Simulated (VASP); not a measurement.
# HfC in VASP: further runs

Runs on HfC. Level: PBEsol. Tasks: electric field gradients, density of states.

Program: VASP 6.6.1. These are calculated values, not measurements. Logs are shortened: lines on timing, memory, paths and dates and some standing lists are left out, and cuts for length are marked.

### 1 The cell of the first run

Symmetry: I4/mmm, No. 139, tetragonal system. Conventional cell: a = 3.222 Å, b = 3.222 Å, c = 4.650 Å, α = 90.00°, β = 90.00°, γ = 90.00°. Within 3.0 Å of Hf (site symmetry 4/mmm) lie 6 C at 2.28 to 2.33 Å. Within 3.0 Å of C (site symmetry 4/mmm) lie 6 Hf at 2.28 to 2.33 Å.

### 2 Electric field gradients, PBEsol (equal xx and yy strain of -2 %)

The input, INCAR:

```
SYSTEM = HfC
PREC     = Accurate       ! precision mode
ENCUT    = 520            ! plane-wave cutoff, eV
EDIFF    = 1E-8           ! SCF threshold, eV
ISMEAR   = -1             ! smearing method
SIGMA    = 0.05           ! smearing width, eV
LREAL    = .FALSE.        ! projectors in reciprocal space
LASPH    = .TRUE.         ! aspherical terms in the spheres
NELM     = 100            ! most SCF steps
ALGO     = Normal         ! electronic algorithm
ISIF     = 2              ! what is computed and relaxed
LWAVE    = .FALSE.        ! write WAVECAR
LCHARG   = .FALSE.        ! write CHGCAR
GGA      = PS             ! functional
LEFG     = .TRUE.       
NBANDS   = 14             ! bands
```

The input, KPOINTS:

```
regular mesh
0
G
  15 15 15
  0 0 0
```

The input, POSCAR:

```
HfC
1.0
    0.0000000000      2.2785000000      2.3250000000
    2.2785000000      0.0000000000      2.3250000000
    2.2785000000      2.2785000000      0.0000000000
Hf C
1 1
Direct
    0.5000000000      0.5000000000      0.5000000000
    0.0000000000      0.0000000000      0.0000000000
```

Potentials or basis: VASP PAW PBE potentials, release 64 (Hf_pv, C).

Command:

```bash
$ cat potpaw_PBE.64/Hf_pv/POTCAR potpaw_PBE.64/C/POTCAR > POTCAR
$ mpirun -np 1 vasp_std > vasp.out
```

OUTCAR:

```text
SYSTEM = HfC
   PREC = Accurate
   ENCUT = 520
   EDIFF = 1E-8
   ISMEAR = -1
   LREAL = .FALSE.
   LASPH = .TRUE.
   NELM = 100
   ISIF = 2
   GGA = PS

 ion  position               nearest neighbor table
   1  0.500  0.500  0.500-   2 2.28   2 2.28   2 2.28   2 2.28   2 2.33   2 2.33
   2  0.000  0.000  0.000-   1 2.28   1 2.28   1 2.28   1 2.28   1 2.33   1 2.33

  LATTYP: Found a body centered tetragonal cell.
 ALAT       =     3.2222856019
 C/A-ratio  =     1.4430750636

  Lattice vectors:

 A1 = (  -2.2785000000,   0.0000000000,   2.3250000000)
 A2 = (   2.2785000000,   0.0000000000,   2.3250000000)
 A3 = (   0.0000000000,   2.2785000000,  -2.3250000000)

Analysis of symmetry for initial positions (statically):
=====================================================================
 Subroutine PRICEL returns:
 Original cell was already a primitive cell.

 Routine SETGRP: Setting up the symmetry group for a
 body centered tetragonal supercell.

 Subroutine GETGRP returns: Found 16 space group operations
 (whereof 16 operations were pure point group operations)
 out of a pool of 16 trial point group operations.

The static configuration has the point symmetry D_4h.

Analysis of symmetry for dynamics (positions and initial velocities):
=====================================================================
 Subroutine PRICEL returns:
 Original cell was already a primitive cell.

 Routine SETGRP: Setting up the symmetry group for a
 body centered tetragonal supercell.

 Subroutine GETGRP returns: Found 16 space group operations
 (whereof 16 operations were pure point group operations)
 out of a pool of 16 trial point group operations.

The dynamic configuration has the point symmetry D_4h.

 Subroutine INISYM returns: Found 16 space group operations
 (whereof 16 operations are pure point group operations),
 and found     1 'primitive' translations

----------------------------------------------------------------------------------------

                                     Primitive cell

  volume of cell :      24.1408

  direct lattice vectors                    reciprocal lattice vectors
     0.000000000  2.278500000  2.325000000    -0.219442616  0.219442616  0.215053763
     2.278500000  0.000000000  2.325000000     0.219442616 -0.219442616  0.215053763
     2.278500000  2.278500000  0.000000000     0.219442616  0.219442616 -0.215053763

  length of vectors
     3.255332126  3.255332126  3.222285602     0.377568860  0.377568860  0.377568860

  position of ions in fractional coordinates (direct lattice)
     0.500000000  0.500000000  0.500000000
     0.000000000  0.000000000  0.000000000

  ion indices of the primitive-cell ions
   primitive index   ion index
                 1           1
                 2           2

----------------------------------------------------------------------------------------

 KPOINTS: regular mesh

Automatic generation of k-mesh.
 Grid dimensions read from file:
 generate k-points for:   15   15   15

 Generating k-lattice:

  Cartesian coordinates                     Fractional coordinates (reciprocal lattice)
    -0.014629508  0.014629508  0.014336918     0.066666667  0.000000000  0.000000000
     0.014629508 -0.014629508  0.014336918     0.000000000  0.066666667  0.000000000
     0.014629508  0.014629508 -0.014336918     0.000000000  0.000000000  0.066666667

  Length of vectors
     0.025171257  0.025171257  0.025171257

  Shift w.r.t. Gamma in fractional coordinates (k-lattice)
     0.000000000  0.000000000  0.000000000

 Subroutine IBZKPT returns following result:
 ===========================================

 Found    288 irreducible k-points:

 Following reciprocal coordinates:
            Coordinates               Weight
  0.000000  0.000000  0.000000      1.000000
  0.066667 -0.000000  0.000000      8.000000
  0.133333  0.000000  0.000000      8.000000
  0.200000  0.000000  0.000000      8.000000
  0.266667  0.000000  0.000000      8.000000
  0.333333 -0.000000  0.000000      8.000000
[... 16 lines left out ...]
  0.133333  0.133333  0.000000      2.000000
  0.200000  0.133333  0.000000      8.000000
 [... further k-points ...]
   k-points           NKPTS =    288   k-points in BZ     NKDIM =    288   number of bands    NBANDS=     14
   number of dos      NEDOS =    301   number of ions     NIONS =      2
   total plane-waves  NPLWV =  13824
   dimension x,y,z NGX =    24 NGY =   24 NGZ =   24
   dimension x,y,z NGXF=    48 NGYF=   48 NGZF=   48
   ions per type =               1   1
   NGX,Y,Z   is equivalent  to a cutoff of  12.26, 12.26, 12.38 a.u.
   NGXF,Y,Z  is equivalent  to a cutoff of  24.51, 24.51, 24.76 a.u.
 SYSTEM =  HfC
   PREC   = accura    normal or accurate (medium, high low for compatibility)
   ISTART =      0    job   : 0-new  1-cont  2-samecut
   ICHARG =      2    charge: 1-file 2-atom 10-const
   ISPIN  =      1    spin polarized calculation?
   LNONCOLLINEAR =      F non collinear calculations
   LSORBIT =      F    spin-orbit coupling
   LASPH  =      T    aspherical Exc in radial PAW
   ENCUT  =  520.0 eV  38.22 Ry    6.18 a.u.   6.05  6.05  5.99*2*pi/ulx,y,z
   NELM   =    100;   NELMIN=  2; NELMDL= -5     # of ELM steps
   EDIFF  = 0.1E-07   stopping-criterion for ELM
   LREAL  =      F    real-space projection
   EDIFFG = 0.1E-06   stopping-criterion for IOM
   NSW    =      0    number of steps for IOM
   IBRION =     -1    ionic relax: 0-MD 1-quasi-New 2-CG
   NFREE  =      0    steps in history (QN), initial steepest desc. (CG)
   ISIF   =      2    stress and relaxation
   ISYM   =      2    0-nonsym 1-usesym 2-fastsym
   POTIM  = 0.5000    time-step for ionic-motion
   TEBEG  =    0.0;   TEEND  =   0.0 temperature during run
   PSTRESS=    0.0 pullay stress
   NELECT =      14.0000    total number of electrons
   NUPDOWN=      -1.0000    fix difference up-down
   EMIN   =  10.00;   EMAX   =-10.00  energy-range for DOS
   EFERMI =   0.00;   METHOD = LEGACY
   ISMEAR =    -1;   SIGMA  =   0.05  broadening in eV -4-tet -1-fermi 0-gaus
   EFERMI_NEDOS =   21; number of points for ismear=-14 and -15
   IALGO  =     38    algorithm
   IMIX   =      4    mixing-type and parameters
     AMIX     =   0.40;   BMIX     =  1.00
     AMIX_MAG =   1.60;   BMIX_MAG =  1.00
  volume/ion in A,a.u.               =      12.07        81.45
  Fermi-wavevector in a.u.,A,eV,Ry     =   1.365213  2.579879 25.358638  1.863807
  Thomas-Fermi vector in A             =   2.491461
   LORBIT       =      0    0 simple, 1 ext, 2 COOP (PROOUT), +10 PAW based schemes
   GGA     = PS    functional components
   LHFCALC =     F    Hartree Fock is set to
   AEXX    =    0.0000 exact exchange contribution
   IVDW    =     0    specifies the selected vdW correction
   LEPSILON=     F    determine dielectric tensor
   LRPA    =     F    only Hartree local field effects (RPA)
 non-spin polarized calculation
  energy-cutoff  :      520.00
  volume of cell :       24.14
 maximum number of plane-waves:       662
   NGX = 13   NGY = 13   NGZ = 11

 number of electron      14.0000001 magnetization

 Free energy of the ion-electron system (eV)
  ---------------------------------------------------
  ext. energy  EPLUGINS =         0.00000000
  ---------------------------------------------------
  free energy    TOTEN  =       -22.18454365 eV

  energy without entropy =      -22.18189789  energy(sigma->0) =      -22.18322077

 E-fermi :   6.0888     XC(G=0): -12.6198

 val. band max:        6.0744855785   @ k =   0.4667   0.0000   0.4667
 cond. band min:       6.1093058924   @ k =   0.4667  -0.0000   0.4000
 fundamental gap:      0.0348203139
 Fermi energy:         6.0888101562

 k-point     1 :       0.0000    0.0000    0.0000
  band No.  band energies     occupation
      1     -23.1981      2.00000
      2     -23.1751      2.00000
      3     -23.1751      2.00000
      4      -6.3749      2.00000
      5       7.0922      0.00000
      6       7.2072      0.00000
      7       7.2072      0.00000
      8       7.3252      0.00000
      9       7.5525      0.00000
     10       7.5525      0.00000
     11       9.4323      0.00000
     12       9.7495      0.00000
     13      13.4812      0.00000
     14      17.1875      0.00000
[... 377 lines left out ...]
      1     -23.4165      2.00000
      2     -23.2384      2.00000
      3     -23.2365      2.00000
      4      -5.4560      2.00000
      5       3.5433      2.00000
      6       5.4268      2.00000
      7       5.7780      1.99601
      8       6.8206      0.00000
      9       9.6947      0.00000
     10       9.9585      0.00000
     11      10.8861      0.00000
     12      12.8940      0.00000
     13      15.6401      0.00000
     14      19.7125      0.00000

 [... further k-points ...]

------------------------ aborting loop because EDIFF is reached ----------------------------------------

  FORCE on cell =-STRESS in cart. coord.  units (eV):
  Direction    XX          YY          ZZ          XY          YZ          ZX
  --------------------------------------------------------------------------------------
  -------------------------------------------------------------------------------------
  Total        0.9251473      0.9251473     -0.4366421      0.0000000     -0.0000000     -0.0000000
  in kB       61.4002912     61.4002912    -28.9791180      0.0000000     -0.0000000     -0.0000000
  external PRESSURE =      31.2738215 kB  Pullay stress =       0.0000000 kB

 VOLUME and BASIS-vectors are now :
 -----------------------------------------------------------------------------
  energy-cutoff  :      520.00
  volume of cell :       24.14
      direct lattice vectors                 reciprocal lattice vectors
     0.000000000  2.278500000  2.325000000    -0.219442616  0.219442616  0.215053763
     2.278500000  0.000000000  2.325000000     0.219442616 -0.219442616  0.215053763
     2.278500000  2.278500000  0.000000000     0.219442616  0.219442616 -0.215053763

 POSITION                                       TOTAL-FORCE (eV/Angst)
 -----------------------------------------------------------------------------------
      2.27850      2.27850      2.32500         0.000000     -0.000000      0.000000
      0.00000      0.00000      0.00000        -0.000000      0.000000      0.000000
 -----------------------------------------------------------------------------------
    total drift:                                0.000000     -0.000000      0.000000

  FREE ENERGIE OF THE ION-ELECTRON SYSTEM (eV)
  ---------------------------------------------------
  free  energy   TOTEN  =       -22.1845436511 eV

  energy  without entropy=      -22.1818978893  energy(sigma->0) =      -22.18322077

 Electric field gradients (V/A^2)
---------------------------------------------------------------------
 ion       V_xx      V_yy      V_zz      V_xy      V_xz      V_yz
---------------------------------------------------------------------
   1     -32.416   -32.416    64.831    -0.000    -0.000    -0.000
   2      -1.300    -1.300     2.599     0.001     0.000     0.000
---------------------------------------------------------------------

 Electric field gradients after diagonalization (V/A^2)
 (convention: |V_zz| > |V_xx| > |V_yy|)
----------------------------------------------------------------------
 ion       V_xx      V_yy      V_zz     asymmetry (V_yy - V_xx)/ V_zz
----------------------------------------------------------------------
   1     -32.416   -32.415    64.831       0.000
   2      -1.300    -1.299     2.599       0.000
----------------------------------------------------------------------

           NMR quadrupolar parameters

 Cq : quadrupolar parameter    Cq=e*Q*V_zz/h
 eta: asymmetry parameters     (V_yy - V_xx)/ V_zz
 Q  : nuclear electric quadrupole moment in mb (millibarn)
----------------------------------------------------------------------
 ion       Cq(MHz)       eta       Q (mb)
----------------------------------------------------------------------
   1       0.157       0.000       1.000
   2       0.006       0.000       1.000
----------------------------------------------------------------------
```

It took 2.4 min on 1 thread of AMD EPYC 7R13, shared host; peak memory 0.19 GiB.

Results:

| Property | Result |
| --- | --- |
| Free energy | -22.1845 eV |
| Pressure | 3.1 GPa |
| Band gap on the k mesh | zero (band 7 reaches 7.21 eV, above the bottom of band 8 at 5.67 eV) |

Stress tensor (GPa, compression positive):
```
 6.14  0.00  0.00
 0.00  6.14  0.00
 0.00  0.00 -2.90
```

Electric field gradients, principal values (V/Å²):
```tsv
atom	least	middle	greatest (by size)
1 Hf	-32.415	-32.416	64.831
2 C	-1.299	-1.300	2.599
```

Caveat: the cell differs from its parent crystal (equal xx and yy strain of -2 %); without QUAD_EFG the Cq values of the log hold for a quadrupole moment of 1 mb, not for the nuclei; the PAW data sets were made with another functional, which shifts forces and pressure a little; spin-orbit coupling is left out, which moves the levels of the heavy elements.

### 3 Electric field gradients, PBEsol (equal xx and yy strain of -2 %)

The input, INCAR:

```
ALGO = Normal
EDIFF = 1E-8
ENCUT = 520
GGA = PS
ISIF = 2
ISMEAR = -1
LASPH = True
LCHARG = False
LEFG = True
LREAL = False
LWAVE = False
NBANDS = 14
NELM = 100
PREC = Accurate
SIGMA = 0.05
```

The input, KPOINTS:

```
k-points
0
Gamma
  15 15 15
```

POSCAR is that of step 2.

Potentials or basis: VASP PAW PBE potentials, release 64 (Hf_pv, C).

Command:

```bash
$ cat potpaw_PBE.64/Hf_pv/POTCAR potpaw_PBE.64/C/POTCAR > POTCAR
$ mpirun -np 1 vasp_std > vasp.out
```

OUTCAR:

```text
EDIFF = 1E-8
   ENCUT = 520
   GGA = PS
   ISIF = 2
   ISMEAR = -1
   LASPH = True
   LREAL = False
   NELM = 100
   PREC = Accurate

 ion  position               nearest neighbor table
   1  0.500  0.500  0.500-   2 2.28   2 2.28   2 2.28   2 2.28   2 2.33   2 2.33
   2  0.000  0.000  0.000-   1 2.28   1 2.28   1 2.28   1 2.28   1 2.33   1 2.33

  LATTYP: Found a body centered tetragonal cell.
 ALAT       =     3.2222856019
 C/A-ratio  =     1.4430750636

  Lattice vectors:

 A1 = (  -2.2785000000,   0.0000000000,   2.3250000000)
 A2 = (   2.2785000000,   0.0000000000,   2.3250000000)
 A3 = (   0.0000000000,   2.2785000000,  -2.3250000000)

Analysis of symmetry for initial positions (statically):
=====================================================================
 Subroutine PRICEL returns:
 Original cell was already a primitive cell.

 Routine SETGRP: Setting up the symmetry group for a
[... 596 lines left out ...]
  energy-cutoff  :      520.00
  volume of cell :       24.14
      direct lattice vectors                 reciprocal lattice vectors
     0.000000000  2.278500000  2.325000000    -0.219442616  0.219442616  0.215053763
     2.278500000  0.000000000  2.325000000     0.219442616 -0.219442616  0.215053763
     2.278500000  2.278500000  0.000000000     0.219442616  0.219442616 -0.215053763

 POSITION                                       TOTAL-FORCE (eV/Angst)
 -----------------------------------------------------------------------------------
      2.27850      2.27850      2.32500         0.000000     -0.000000      0.000000
      0.00000      0.00000      0.00000        -0.000000      0.000000      0.000000
 -----------------------------------------------------------------------------------
    total drift:                                0.000000     -0.000000      0.000000

  FREE ENERGIE OF THE ION-ELECTRON SYSTEM (eV)
  ---------------------------------------------------
  free  energy   TOTEN  =       -22.1845436511 eV

  energy  without entropy=      -22.1818978893  energy(sigma->0) =      -22.18322077

 Electric field gradients (V/A^2)
---------------------------------------------------------------------
 ion       V_xx      V_yy      V_zz      V_xy      V_xz      V_yz
---------------------------------------------------------------------
   1     -32.416   -32.416    64.831    -0.000    -0.000    -0.000
   2      -1.300    -1.300     2.599     0.001     0.000     0.000
---------------------------------------------------------------------

 Electric field gradients after diagonalization (V/A^2)
 (convention: |V_zz| > |V_xx| > |V_yy|)
----------------------------------------------------------------------
 ion       V_xx      V_yy      V_zz     asymmetry (V_yy - V_xx)/ V_zz
----------------------------------------------------------------------
   1     -32.416   -32.415    64.831       0.000
   2      -1.300    -1.299     2.599       0.000
----------------------------------------------------------------------

           NMR quadrupolar parameters

 Cq : quadrupolar parameter    Cq=e*Q*V_zz/h
 eta: asymmetry parameters     (V_yy - V_xx)/ V_zz
 Q  : nuclear electric quadrupole moment in mb (millibarn)
----------------------------------------------------------------------
 ion       Cq(MHz)       eta       Q (mb)
----------------------------------------------------------------------
   1       0.157       0.000       1.000
   2       0.006       0.000       1.000
----------------------------------------------------------------------
```

stdout:

```text
POSCAR found type information on POSCAR HfC
 POSCAR found :  2 types and       2 ions
 scaLAPACK will be used
 -----------------------------------------------------------------------------
|                                                                             |
|                                                                             |
|     You enforced a specific xc type in the INCAR file but a different       |
|     I HOPE YOU KNOW WHAT YOU ARE DOING!                                     |
|                                                                             |
 -----------------------------------------------------------------------------

 LDA part: xc-table for (Slater+PW92), standard interpolation
 POSCAR, INCAR and KPOINTS ok, starting setup
 FFT: planning ... GRIDC
 FFT: planning ... GRID_SOFT
 FFT: planning ... GRID
 WAVECAR not read
 entering main loop
ion   1

ion   2
```

Wall time 2.9 min (1 thread of AMD EPYC 7R13, shared host); peak memory 0.19 GiB.

What came out:

```yaml
Free_energy: -22.1845 eV
Pressure: 3.1 GPa
Band_gap_on_the_k_mesh: zero (band 7 reaches 7.21 eV, above the bottom of band 8 at 5.67 eV)
```

Electric field gradients, principal values (V/Å²):
| atom | least | middle | greatest (by size) |
| --- | --- | --- | --- |
| 1 Hf | -32.415 | -32.416 | 64.831 |
| 2 C | -1.299 | -1.300 | 2.599 |

Caveat: the cell differs from its parent crystal (equal xx and yy strain of -2 %); without QUAD_EFG the Cq values of the log hold for a quadrupole moment of 1 mb, not for the nuclei; the PAW data sets were made with another functional, which shifts forces and pressure a little; spin-orbit coupling is left out, which moves the levels of the heavy elements.

(Part 1 of 2 ends here.)
